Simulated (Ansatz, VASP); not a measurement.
**PbSe: VASP beside Ansatz**

```
Pb Se
1.0
     4.26985    0.00000    0.00000
    -2.13492    3.69780    0.00000
     0.00000    0.00000    7.64666
Pb Se
2 2
Direct
  0.00000 0.00000 0.50000
  0.33333 0.66667 0.00000
  0.66667 0.33333 0.25000
  0.66667 0.33333 0.75000
```

Alike in both runs: functional PBE; k mesh 6 × 6 × 4; occupations gaussian, width 0.1 eV; no spin polarisation.

Ansatz relaxed the structure, and its values are those at the end. VASP's run is a single point on that final structure, the one shown.

|  | VASP | Ansatz |
| --- | --- | --- |
| version | VASP 6.6.1 | Ansatz 0.2.0 |
| potentials or method | VASP PAW PBE potentials, release 64 (Pb_d, Se), cutoff 520 eV | scalar-relativistic, plane waves, PAW |
| valence electrons in the cell | 40 | 60 |

VASP gave:

```
gap on the k mesh at the Fermi level (eV) : 0.21
least direct gap on the mesh (eV)         : 0.26
pressure (GPa)                            : 0.0
```

Estimate Ansatz's values.

gap on the k mesh at the Fermi level (eV): 0.20; least direct gap on the mesh (eV): 0.26; pressure (GPa): 0.0.

With one functional, cell and mesh, what is left measures potentials, basis and numerics. VASP's potentials hold 40 valence electrons a cell and Ansatz's 60, so a difference there can come from the potentials and not from the codes.

Spin-orbit coupling is off throughout.
